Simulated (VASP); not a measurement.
# BC7 in VASP: notebook, part 2 of 2

VASP 6.6.1. The steps go on from the part before.

### 3 Single point, PBE (atoms moved at random)

Contents of INCAR:

```
SYSTEM = BC7
PREC = Accurate ; ENCUT = 520
EDIFF = 1E-6 ; ISMEAR = -1
SIGMA = 0.05 ; LREAL = .False.
LASPH = .True. ; NELM = 60
ALGO = Normal ; ISIF = 2
LWAVE = .False. ; LCHARG = .False.
GGA = PE ; NBANDS = 26
```

Contents of KPOINTS:

```
Automatic mesh
0
Gamma
  10 10 4
  0 0 0
```

Contents of POSCAR:

```
BC7
1.0
    2.5183650000      0.0000000000      0.0000000000
    0.0000000000      2.5183650000      0.0000000000
    0.0000000000      0.0000000000      7.4943010000
C B
7 1
Direct
    0.4994800000      0.5026790000      0.7579290000
    0.4911600000      0.5003670000      0.2393790000
    0.4894410000      0.0079160000      0.3524270000
    0.0001410000      0.4952520000      0.6453360000
    0.5096960000     -0.0056130000      0.8813180000
   -0.0064010000      0.4874060000      0.1154580000
    0.0042140000      0.0090270000      0.0059210000
   -0.0018740000     -0.0039030000      0.4966240000
```

Potentials or basis: VASP PAW PBE potentials, release 64 (C, B).

Command:

```console
$ cat potpaw_PBE.64/C/POTCAR potpaw_PBE.64/B/POTCAR > POTCAR
$ mpirun -np 1 vasp_std > vasp.out
```

OUTCAR:

```text
SYSTEM = BC7
   PREC = Accurate
   ENCUT = 520
   EDIFF = 1E-6
   ISMEAR = -1
   LREAL = .False.
   LASPH = .True.
   NELM = 60
   ISIF = 2
   GGA = PE

 ion  position               nearest neighbor table
   1  0.499  0.503  0.758-   4 1.51   4 1.52   5 1.55   5 1.58
   2  0.491  0.500  0.239-   3 1.50   3 1.53   6 1.56   6 1.57
   3  0.489  0.008  0.352-   2 1.50   2 1.53   8 1.64   8 1.68
   4  0.000  0.495  0.645-   1 1.51   1 1.52   8 1.68   8 1.68
   5  0.510  0.994  0.881-   1 1.55   7 1.56   7 1.58   1 1.58
   6  0.994  0.487  0.115-   7 1.46   7 1.55   2 1.56   2 1.57
   7  0.004  0.009  0.006-   6 1.46   6 1.55   5 1.56   5 1.58
   8  0.998  0.996  0.497-   3 1.64   3 1.68   4 1.68   4 1.68

  LATTYP: Found a simple tetragonal cell.
 ALAT       =     2.5183650000
 C/A-ratio  =     2.9758597344

  Lattice vectors:

 A1 = (   2.5183650000,   0.0000000000,   0.0000000000)
 A2 = (   0.0000000000,   2.5183650000,   0.0000000000)
 A3 = (   0.0000000000,   0.0000000000,   7.4943010000)

Analysis of symmetry for initial positions (statically):
[... 185 lines left out ...]

 val. band max:        9.0255334814   @ k =   0.5000   0.1000   0.5000
 cond. band min:       9.0297825198   @ k =   0.5000  -0.1000   0.2500
 fundamental gap:      0.0042490383
 Fermi energy:         9.0256719561

 k-point     1 :       0.0000    0.0000    0.0000
  band No.  band energies     occupation
      1     -12.2449      2.00000
      2     -10.2368      2.00000
      3      -8.5727      2.00000
      4      -3.8077      2.00000
      5      -2.7110      2.00000
      6       2.7070      2.00000
[... 685 lines left out ...]
     25      19.9331      0.00000
     26      20.2459      0.00000

 [... further k-points ...]
[... 5 lines left out ...]
  --------------------------------------------------------------------------------------
  -------------------------------------------------------------------------------------
  Total        0.3059691      0.1971553      0.5802564     -0.0146262      0.1922788      0.1637097
  in kB       10.3138225      6.6458519     19.5596948     -0.4930309      6.4814689      5.5184417
  external PRESSURE =      12.1731231 kB  Pullay stress =       0.0000000 kB

 VOLUME and BASIS-vectors are now :
 -----------------------------------------------------------------------------
  energy-cutoff  :      520.00
  volume of cell :       47.53
      direct lattice vectors                 reciprocal lattice vectors
     2.518365000  0.000000000  0.000000000     0.397083028  0.000000000  0.000000000
     0.000000000  2.518365000  0.000000000     0.000000000  0.397083028  0.000000000
     0.000000000  0.000000000  7.494301000     0.000000000  0.000000000  0.133434726

 POSITION                                       TOTAL-FORCE (eV/Angst)
 -----------------------------------------------------------------------------------
      1.25787      1.26593      5.68015         0.348156     -0.442869      0.672583
      1.23692      1.26011      1.79398         0.163139      0.109009     -0.050273
      1.23259      0.01994      2.64119         0.229125     -0.829032      0.947853
      0.00036      1.24723      4.83634        -0.108171      0.187585     -1.056244
      1.28360      2.50423      6.60486        -0.632472      0.749820      0.536832
      2.50224      1.22747      0.86528         0.220677      2.045049      1.761680
      0.01061      0.02273      0.04437        -0.134441     -2.085595     -2.902687
      2.51365      2.50854      3.72185        -0.086013      0.266034      0.090256
 -----------------------------------------------------------------------------------
    total drift:                                0.000065     -0.000065     -0.000061

  FREE ENERGIE OF THE ION-ELECTRON SYSTEM (eV)
  ---------------------------------------------------
  free  energy   TOTEN  =       -69.5001114206 eV

  energy  without entropy=      -69.4889161711  energy(sigma->0) =      -69.49451380
```

stdout:

```text
POSCAR found type information on POSCAR C B
 POSCAR found :  2 types and       8 ions
 scaLAPACK will be used
 LDA part: xc-table for (Slater+PW92), standard interpolation
 POSCAR, INCAR and KPOINTS ok, starting setup
 FFT: planning ... GRIDC
 FFT: planning ... GRID_SOFT
 FFT: planning ... GRID
 WAVECAR not read
 entering main loop
```

It took 5.4 min on 1 thread of AMD EPYC 7R43 (Zen 3), shared host; peak memory 0.25 GiB.

What came out:

```yaml
Free_energy: -69.5001 eV
Pressure: 1.2 GPa
Largest_force: 3.577 eV/Å
```

Forces on the atoms (eV/Å):
```
C    0.348 -0.443  0.673
C    0.163  0.109 -0.050
C    0.229 -0.829  0.948
C   -0.108  0.188 -1.056
C   -0.632  0.750  0.537
C    0.221  2.045  1.762
C   -0.134 -2.086 -2.903
B   -0.086  0.266  0.090
```

Stress tensor (GPa, compression positive):
```
 1.03 -0.05  0.55
-0.05  0.66  0.65
 0.55  0.65  1.96
```

Levels at points of the mesh, in eV from the Fermi level:
```csv
k point,band 12,band 13,band 14,band 15,band 16,band 17,band 18,band 19,band 20,band 21
"(0.00, 0.00, 0.00)",-2.85,-2.46,-0.10,1.28,1.36,4.05,4.51,5.17,5.77,5.95
"(0.50, 0.00, 0.00)",-3.12,-2.84,-2.62,-2.39,0.84,7.02,7.08,7.88,8.23,8.71
"(0.00, 0.50, 0.00)",-3.00,-2.86,-2.69,-2.59,0.76,7.00,7.84,8.10,8.20,8.42
"(0.50, 0.50, 0.00)",-7.02,-6.54,-5.43,-5.39,-4.94,4.19,4.42,4.78,5.40,9.57
"(0.00, 0.00, 0.50)",-1.82,-1.41,-1.30,0.57,0.65,4.06,4.46,5.29,6.10,7.62
"(0.50, 0.00, 0.50)",-4.04,-3.48,-3.05,-2.80,0.83,7.11,7.65,8.01,8.90,9.02
"(0.00, 0.50, 0.50)",-3.88,-3.20,-3.00,-2.69,0.75,7.48,7.94,8.20,8.30,8.77
"(0.50, 0.50, 0.50)",-7.02,-6.38,-5.75,-5.74,-5.45,5.72,5.76,6.11,6.56,6.80
```

Caveat: the cell differs from its parent crystal (atoms moved at random); forces of over 1 eV/Å act on the atoms, so gaps and moduli don't describe the material at rest.
